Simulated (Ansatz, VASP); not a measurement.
# One calculation of Al3N, two programs

INCAR

```
SYSTEM = Al3N
PREC = Accurate
ENCUT = 520
EDIFF = 1E-6
ISMEAR = 0
SIGMA = 0.1
LREAL = .False.
LASPH = .True.
NELM = 150
ALGO = Normal
ISIF = 2
LWAVE = .False.
LCHARG = .False.
ISPIN = 2
MAGMOM = 0 0 0 3
LORBIT = 11
LDIPOL = .True.
IDIPOL = 3
DIPOL = 0.5 0.5 0.347
GGA = PE
NBANDS = 19
```

KPOINTS

```
regular mesh
0
Gamma
  9 9 1
  0 0 0
```

File POSCAR:

```
Al3N
1.0
    2.8567582918      0.0000000000      0.0000000000
    0.0000000000      2.8567582918      0.0000000000
    0.0000000000      0.0000000000     21.1746954317
Al N
3 1
Direct
    0.5000000000      0.5000000000      0.1889047242
    0.0000000000      0.0000000000      0.2873641967
    0.5000000000      0.5000000000      0.3860596464
    0.5000000000      0.6666666667      0.5263214041
```

Input for Ansatz:

```yaml
crystal:
  lattice:
    - [2.8567582918, 0.0, 0.0]
    - [0.0, 2.8567582918, 0.0]
    - [0.0, 0.0, 21.1746954317]
  atoms:
    - { symbol: Al, position: [0.5, 0.5, 0.1889047242] }
    - { symbol: Al, position: [0.0, 0.0, 0.2873641967] }
    - { symbol: Al, position: [0.5, 0.5, 0.3860596464] }
    - { symbol: "N", position: [0.5, 0.6666666667, 0.5263214041], spin: 3.0 }
basis:
  ecutwfc: 420
kpoints:
  mp_grid: { grid: [9, 9, 1] }
hamiltonian:
  xc: pbe
  pseudopotentials: { kind: paw, azcp: { folder: soft_1 } }
scf:
  occupations: { method: gaussian, width: 0.1 }
output:
  forces: true
  eigenvalues: true
  populations: true
magnetization:
  spin_polarized: true
efield:
  axis: 3
  dipole_correction: true
  ramp_width: 0.04
```

Alike in both runs: task single point; functional PBE; k mesh 9 × 9 × 1; occupations gaussian, width 0.1 eV; collinear spin.

|  | VASP | Ansatz |
| --- | --- | --- |
| version | VASP 6.6.1 | Ansatz 0.2.0 |
| potentials or method | VASP PAW PBE potentials, release 64 (Al, N), cutoff 520 eV | scalar-relativistic, plane waves, PAW |
| valence electrons in the cell | 14 | 14 |

Ansatz gave:

| Item | Value |
| --- | --- |
| gap on the k mesh at the Fermi level (eV) | none |
| rms of the force components (eV/Å) | 0.232 |
| net moment per atom (μB) | 0.69 |
| size of the moment on the site where the two differ most (μB) | 2.54 |

Problem. Which values does VASP return?

Solution. gap on the k mesh at the Fermi level (eV): none; rms of the force components (eV/Å): 0.231; net moment per atom (μB): 0.69; size of the moment on the site where the two differ most (μB): 1.84.

Site moments also hang on the region over which each program counts them. Atom by atom the forces differ by 0.001 eV/Å (rms over components). A gap of «none» marks a metal or a gap that the smearing closes.
